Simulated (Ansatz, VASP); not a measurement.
# Two plane-wave programs on SrO

```
Sr O
1.0
     0.00000    2.56980    2.56980
     2.56980    0.00000    2.56980
     2.56980    2.56980    0.00000
Sr O
1 1
Direct
  0.00000 0.00000 0.00000
  0.50000 0.50000 0.50000
```

Alike in both runs: task relaxation of cell and atoms; functional r2SCAN; k mesh 8 × 8 × 8; occupations gaussian, width 0.02 eV; no spin polarisation.

```csv
,VASP,Ansatz
version,VASP 6.6.1,Ansatz 0.2.0
potentials or method,"VASP PAW PBE potentials, release 64 (Sr_sv, O), cutoff 600 eV","scalar-relativistic, plane waves, PAW"
valence electrons in the cell,16,16
```

|  | VASP | Ansatz | Ansatz less VASP |
| --- | --- | --- | --- |
| gap on the k mesh at the Fermi level, each at its own relaxed structure (eV) | 3.75 | 3.80 | +0.048 |
| relaxed volume (Å³/atom) | 17.25 | 17.18 | -0.077 |
| relaxed cell length with the largest relative difference (Å) | 3.654 | 3.649 | -0.0054 |

VASP's potentials were made for PBE, not for r2SCAN.
